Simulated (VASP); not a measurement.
# MgO (ke600) (Fm-3m) in VASP: notebook

Runs on MgO (ke600). Level: LDA. Tasks: single point, relaxation of cell and atoms.

Program: VASP 6.6.1. These are calculated values, not measurements. Logs are shortened: lines on timing, memory, paths and dates and some standing lists are left out, and cuts for length are marked.

**The experiment to reproduce.**

“Electronic structure of alkaline earth and post-transition metal oxides”, 2009, arxiv:0908.1581 quotes, for a bulk crystal of MgO: band gap 7.83 eV.

The runs below are set against these values where they give the same quantity.

### Step 1. The cell of the first run

The structure is cubic, space group Fm-3m (No. 225). Conventional cell: a = 4.161 Å, b = 4.161 Å, c = 4.161 Å, α = 90.00°, β = 90.00°, γ = 90.00°. Within 2.8 Å of Mg (site symmetry m-3m) lie 6 O at 2.08 Å. Within 2.8 Å of O (site symmetry m-3m) lie 6 Mg at 2.08 Å.

### Step 2. Single point, LDA

INCAR

```
SYSTEM = MgO
ALGO = Normal
EDIFF = 1E-6
ENCUT = 520
ISIF = 2
ISMEAR = 0
LASPH = .True.
LCHARG = .True.
LELF = .True.
LREAL = .False.
LVHAR = .True.
LWAVE = .False.
NBANDS = 11
NELM = 100
PREC = Accurate
SIGMA = 0.1
```

KPOINTS

```
k-points
0
Gamma
  8 8 8
  0 0 0
```

POSCAR

```
MgO
1.0
    0.0000000000      2.0805909293      2.0805909293
    2.0805909293      0.0000000000      2.0805909293
    2.0805909293      2.0805909293      0.0000000000
Mg O
1 1
Direct
    0.0000000000      0.0000000000      0.0000000000
    0.5000000000      0.5000000000      0.5000000000
```

Potentials or basis: VASP PAW LDA potentials, release 64 (Mg, O).

Run with:

```
> cat potpaw_LDA.64/Mg/POTCAR potpaw_LDA.64/O/POTCAR > POTCAR
> mpirun -np 1 vasp_std > vasp.out
```

OUTCAR:

```text
SYSTEM = MgO
   EDIFF = 1E-6
   ENCUT = 520
   ISIF = 2
   ISMEAR = 0
   LASPH = .True.
   LREAL = .False.
   NELM = 100
   PREC = Accurate

 ion  position               nearest neighbor table
   1  0.000  0.000  0.000-   2 2.08   2 2.08   2 2.08   2 2.08   2 2.08   2 2.08
   2  0.500  0.500  0.500-   1 2.08   1 2.08   1 2.08   1 2.08   1 2.08   1 2.08

  LATTYP: Found a face centered cubic cell.
 ALAT       =     4.1611818586

  Lattice vectors:

 A1 = (   0.0000000000,   2.0805909293,   2.0805909293)
 A2 = (   2.0805909293,   0.0000000000,   2.0805909293)
 A3 = (   2.0805909293,   2.0805909293,   0.0000000000)

Analysis of symmetry for initial positions (statically):
=====================================================================
 Subroutine PRICEL returns:
 Original cell was already a primitive cell.

 Routine SETGRP: Setting up the symmetry group for a
 face centered cubic supercell.

 Subroutine GETGRP returns: Found 48 space group operations
[... 9 lines left out ...]

 Routine SETGRP: Setting up the symmetry group for a
 face centered cubic supercell.

 Subroutine GETGRP returns: Found 48 space group operations
[... 11 lines left out ...]
                                     Primitive cell

  volume of cell :      18.0132

  direct lattice vectors                    reciprocal lattice vectors
     0.000000000  2.080590929  2.080590929    -0.240316341  0.240316341  0.240316341
     2.080590929  0.000000000  2.080590929     0.240316341 -0.240316341  0.240316341
     2.080590929  2.080590929  0.000000000     0.240316341  0.240316341 -0.240316341

  length of vectors
     2.942399910  2.942399910  2.942399910     0.416240113  0.416240113  0.416240113

  position of ions in fractional coordinates (direct lattice)
     0.000000000  0.000000000  0.000000000
     0.500000000  0.500000000  0.500000000

  ion indices of the primitive-cell ions
   primitive index   ion index
                 1           1
                 2           2

----------------------------------------------------------------------------------------

 KPOINTS: k-points

Automatic generation of k-mesh.
 Grid dimensions read from file:
 generate k-points for:    8    8    8

 Generating k-lattice:

  Cartesian coordinates                     Fractional coordinates (reciprocal lattice)
    -0.030039543  0.030039543  0.030039543     0.125000000  0.000000000  0.000000000
     0.030039543 -0.030039543  0.030039543     0.000000000  0.125000000  0.000000000
     0.030039543  0.030039543 -0.030039543     0.000000000  0.000000000  0.125000000

  Length of vectors
     0.052030014  0.052030014  0.052030014

  Shift w.r.t. Gamma in fractional coordinates (k-lattice)
     0.000000000  0.000000000  0.000000000

 Subroutine IBZKPT returns following result:
 ===========================================

 Found     29 irreducible k-points:

 Following reciprocal coordinates:
            Coordinates               Weight
  0.000000  0.000000  0.000000      1.000000
  0.125000  0.000000  0.000000      8.000000
  0.250000  0.000000  0.000000      8.000000
  0.375000  0.000000  0.000000      8.000000
  0.500000  0.000000  0.000000      4.000000
  0.125000  0.125000  0.000000      6.000000
[... 16 lines left out ...]
  0.500000  0.250000  0.125000     48.000000
 -0.375000  0.250000  0.125000     24.000000
 [... further k-points ...]
   k-points           NKPTS =     29   k-points in BZ     NKDIM =     29   number of bands    NBANDS=     11
   number of dos      NEDOS =    301   number of ions     NIONS =      2
   total plane-waves  NPLWV =  13824
   dimension x,y,z NGX =    24 NGY =   24 NGZ =   24
   dimension x,y,z NGXF=    48 NGYF=   48 NGZF=   48
   ions per type =               1   1
   NGX,Y,Z   is equivalent  to a cutoff of  13.56, 13.56, 13.56 a.u.
   NGXF,Y,Z  is equivalent  to a cutoff of  27.12, 27.12, 27.12 a.u.
 SYSTEM =  MgO
   PREC   = accura    normal or accurate (medium, high low for compatibility)
   ISTART =      0    job   : 0-new  1-cont  2-samecut
   ICHARG =      2    charge: 1-file 2-atom 10-const
   ISPIN  =      1    spin polarized calculation?
   LNONCOLLINEAR =      F non collinear calculations
   LSORBIT =      F    spin-orbit coupling
   LASPH  =      T    aspherical Exc in radial PAW
   ENCUT  =  520.0 eV  38.22 Ry    6.18 a.u.   5.47  5.47  5.47*2*pi/ulx,y,z
   NELM   =    100;   NELMIN=  2; NELMDL= -5     # of ELM steps
   EDIFF  = 0.1E-05   stopping-criterion for ELM
   LREAL  =      F    real-space projection
   EDIFFG = 0.1E-04   stopping-criterion for IOM
   NSW    =      0    number of steps for IOM
   IBRION =     -1    ionic relax: 0-MD 1-quasi-New 2-CG
   NFREE  =      0    steps in history (QN), initial steepest desc. (CG)
   ISIF   =      2    stress and relaxation
   ISYM   =      2    0-nonsym 1-usesym 2-fastsym
   POTIM  = 0.5000    time-step for ionic-motion
   TEBEG  =    0.0;   TEEND  =   0.0 temperature during run
   PSTRESS=    0.0 pullay stress
   NELECT =       8.0000    total number of electrons
   NUPDOWN=      -1.0000    fix difference up-down
   EMIN   =  10.00;   EMAX   =-10.00  energy-range for DOS
   EFERMI =   0.00;   METHOD = LEGACY
   ISMEAR =     0;   SIGMA  =   0.10  broadening in eV -4-tet -1-fermi 0-gaus
   EFERMI_NEDOS =   21; number of points for ismear=-14 and -15
   IALGO  =     38    algorithm
   IMIX   =      4    mixing-type and parameters
     AMIX     =   0.40;   BMIX     =  1.00
     AMIX_MAG =   1.60;   BMIX_MAG =  1.00
  volume/ion in A,a.u.               =       9.01        60.78
  Fermi-wavevector in a.u.,A,eV,Ry     =   1.249036  2.360335 21.226310  1.560090
  Thomas-Fermi vector in A             =   2.383095
   LORBIT       =      0    0 simple, 1 ext, 2 COOP (PROOUT), +10 PAW based schemes
   GGA     = CA    functional components
   LHFCALC =     F    Hartree Fock is set to
   AEXX    =    0.0000 exact exchange contribution
   IVDW    =     0    specifies the selected vdW correction
   LEPSILON=     F    determine dielectric tensor
   LRPA    =     F    only Hartree local field effects (RPA)
 non-spin polarized calculation
 Gauss-broadening in eV      SIGMA  =   0.10
  energy-cutoff  :      520.00
  volume of cell :       18.01
 maximum number of plane-waves:       531
 NGX is ok and might be reduce to    24
   NGX = 11   NGY = 11   NGZ = 11

 number of electron       8.0000001 magnetization

 Free energy of the ion-electron system (eV)
  ---------------------------------------------------
  ext. energy  EPLUGINS =         0.00000000
  ---------------------------------------------------
  free energy    TOTEN  =       -13.44449312 eV

  energy without entropy =      -13.44449312  energy(sigma->0) =      -13.44449312

 E-fermi :   3.6645     XC(G=0): -11.7689

 val. band max:        3.1629551867   @ k =   0.0000   0.0000   0.0000
 cond. band min:       8.1832189592   @ k =   0.0000   0.0000   0.0000
 fundamental gap:      5.0202637725
 Fermi energy:         3.6645153659

 k-point     1 :       0.0000    0.0000    0.0000
  band No.  band energies     occupation
      1     -14.0349      2.00000
      2       3.1630      2.00000
      3       3.1630      2.00000
      4       3.1630      2.00000
      5       8.1832      0.00000
      6      18.8860      0.00000
      7      18.8860      0.00000
      8      18.8860      0.00000
      9      23.0070      0.00000
     10      24.6960      0.00000
     11      24.6960      0.00000

 k-point     2 :       0.1250    0.0000    0.0000
  band No.  band energies     occupation
      1     -13.8536      2.00000
      2       2.1840      2.00000
      3       3.0507      2.00000
      4       3.0507      2.00000
      5       9.0837      0.00000
      6      17.2249      0.00000
      7      19.2659      0.00000
      8      19.2659      0.00000
      9      23.7600      0.00000
     10      23.7600      0.00000
     11      25.2292      0.00000

 k-point     3 :       0.2500    0.0000    0.0000
  band No.  band energies     occupation
      1     -13.3794      2.00000
      2       0.3980      2.00000
      3       2.7926      2.00000
      4       2.7926      2.00000
      5      10.4783      0.00000
      6      15.7444      0.00000
      7      19.8219      0.00000
      8      19.8219      0.00000
      9      23.3670      0.00000
     10      23.3670      0.00000
     11      25.4077      0.00000

 k-point     4 :       0.3750    0.0000    0.0000
  band No.  band energies     occupation
      1     -12.8370      2.00000
      2      -1.1057      2.00000
      3       2.5505      2.00000
      4       2.5505      2.00000
      5      11.0789      0.00000
      6      15.6869      0.00000
      7      19.6939      0.00000
      8      19.6939      0.00000
      9      24.5953      0.00000
     10      24.6971      0.00000
     11      24.6971      0.00000

 k-point     5 :       0.5000    0.0000    0.0000
  band No.  band energies     occupation
      1     -12.5850      2.00000
      2      -1.7009      2.00000
      3       2.4543      2.00000
      4       2.4543      2.00000
      5      11.1264      0.00000
      6      15.9763      0.00000
      7      19.5352      0.00000
      8      19.5352      0.00000
      9      24.2671      0.00000
     10      25.7735      0.00000
     11      25.7735      0.00000
[... 211 lines left out ...]
 k-point    21 :       0.5000    0.5000    0.0000
  band No.  band energies     occupation
      1     -12.2999      2.00000
      2      -1.1435      2.00000
      3       1.7380      2.00000
      4       1.7380      2.00000
      5      12.0852      0.00000
      6      13.2635      0.00000
      7      16.4432      0.00000
      8      22.3528      0.00000
      9      22.3528      0.00000
     10      28.9576      0.00000
     11      30.1657      0.00000

 k-point    22 :       0.3750    0.2500    0.1250
  band No.  band energies     occupation
      1     -13.0386      2.00000
      2       0.0197      2.00000
      3       1.9342      2.00000
      4       2.5012      2.00000
      5      11.9017      0.00000
      6      14.5738      0.00000
      7      18.3456      0.00000
      8      20.8180      0.00000
      9      21.3212      0.00000
     10      25.7070      0.00000
     11      29.2289      0.00000

 k-point    23 :       0.5000    0.2500    0.1250
  band No.  band energies     occupation
      1     -12.6098      2.00000
      2      -0.7315      2.00000
      3       1.3245      2.00000
      4       2.2321      2.00000
      5      12.8060      0.00000
      6      14.8680      0.00000
      7      17.1889      0.00000
      8      20.4355      0.00000
      9      22.9466      0.00000
     10      25.7229      0.00000
     11      29.4101      0.00000

 k-point    24 :      -0.3750    0.2500    0.1250
  band No.  band energies     occupation
      1     -12.4170      2.00000
      2      -1.0574      2.00000
      3       1.1068      2.00000
      4       2.1059      2.00000
      5      12.9195      0.00000
      6      15.5039      0.00000
      7      16.7513      0.00000
      8      20.1947      0.00000
      9      23.8426      0.00000
     10      25.3856      0.00000
     11      29.5323      0.00000

 [... further k-points ...]
[... 5 lines left out ...]
  --------------------------------------------------------------------------------------
  -------------------------------------------------------------------------------------
  Total       -0.2166887     -0.2166887     -0.2166887      0.0000000     -0.0000000      0.0000000
  in kB      -19.2733278    -19.2733278    -19.2733278      0.0000000     -0.0000000      0.0000000
  external PRESSURE =     -19.2733278 kB  Pullay stress =       0.0000000 kB

 VOLUME and BASIS-vectors are now :
 -----------------------------------------------------------------------------
  energy-cutoff  :      520.00
  volume of cell :       18.01
      direct lattice vectors                 reciprocal lattice vectors
     0.000000000  2.080590929  2.080590929    -0.240316341  0.240316341  0.240316341
     2.080590929  0.000000000  2.080590929     0.240316341 -0.240316341  0.240316341
     2.080590929  2.080590929  0.000000000     0.240316341  0.240316341 -0.240316341

 POSITION                                       TOTAL-FORCE (eV/Angst)
 -----------------------------------------------------------------------------------
      0.00000      0.00000      0.00000         0.000000      0.000000     -0.000000
      2.08059      2.08059      2.08059        -0.000000     -0.000000      0.000000
 -----------------------------------------------------------------------------------
    total drift:                               -0.000000     -0.000000      0.000000

  FREE ENERGIE OF THE ION-ELECTRON SYSTEM (eV)
  ---------------------------------------------------
  free  energy   TOTEN  =       -13.4444931163 eV

  energy  without entropy=      -13.4444931163  energy(sigma->0) =      -13.44449312
```

Run time: 6.4 s. Hardware: 1 thread of Intel Xeon Platinum 8488C (Sapphire Rapids), shared host; peak memory 0.13 GiB.

What came out:

| Quantity | Value |
| --- | --- |
| Free energy | -13.4445 eV |
| Pressure | -1.9 GPa |
| Band gap on the k mesh | 5.02 eV, direct |

(Part 1 of 2 ends here.)
